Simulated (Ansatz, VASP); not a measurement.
**GaC3 in VASP and in Ansatz**

```
Ga C
1.0
     3.31895    0.00000    0.00000
     0.00000    3.31895    0.00000
     0.00000    0.00000    3.31895
Ga C
1 3
Direct
  0.00000 0.00000 0.00000
  0.00000 0.50000 0.50000
  0.50000 0.00000 0.50000
  0.54000 0.50000 0.00000
```

Alike in both runs: task single point; functional PBEsol; k mesh 6 × 6 × 6; no spin polarisation.

```csv
,VASP,Ansatz
version,VASP 6.6.1,Ansatz 0.2.0
potentials or method,"VASP PAW PBE potentials, release 64 (Ga_d, C)","plane waves, PAW"
plane-wave cutoff (eV),600,420
occupations,"methfessel-paxton of order 1, width 0.1 eV","cold, width 0.1 eV"
valence electrons in the cell,25,25
```

|  | VASP | Ansatz | Ansatz less VASP |
| --- | --- | --- | --- |
| gap on the k mesh at the Fermi level (eV) | none | none | - |
| rms of the force components (eV/Å) | 0.284 | 0.282 | -0.0027 |

VASP's potentials were made for PBE, not for PBEsol. Atom by atom the forces differ by 0.003 eV/Å (rms over components). A gap of «none» marks a metal or a gap that the smearing closes.
